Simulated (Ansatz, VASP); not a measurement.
# MgO in VASP and in Ansatz

```
Mg O
1.0
     0.00000    2.27661    2.27661
     2.27661    0.00000    2.27661
     2.27661    2.27661    0.00000
Mg O
1 1
Direct
  0.00000 0.00000 0.00000
  0.25000 0.25000 0.25000
```

Alike in both runs: task single point; functional PBEsol; k mesh 6 × 6 × 6; occupations gaussian, width 0.05 eV; no spin polarisation.

|  | VASP | Ansatz |
| --- | --- | --- |
| version | VASP 6.6.1 | Ansatz 0.2.0 |
| potentials or method | VASP PAW PBE potentials, release 64 (Mg, O), cutoff 600 eV | scalar-relativistic, plane waves, PAW |
| valence electrons in the cell | 8 | 16 |

Ansatz gave:

```
gap on the k mesh at the Fermi level (eV) : 3.57
least direct gap on the mesh (eV)         : 3.57
pressure (GPa)                            : 1.8
```

Task: What did VASP give for the same quantities?

Result: gap on the k mesh at the Fermi level (eV): 3.57; least direct gap on the mesh (eV): 3.57; pressure (GPa): 1.4.

VASP's potentials were made for PBE, not for PBEsol. VASP's potentials hold 8 valence electrons a cell and Ansatz's 16, so a difference there can come from the potentials and not from the codes.
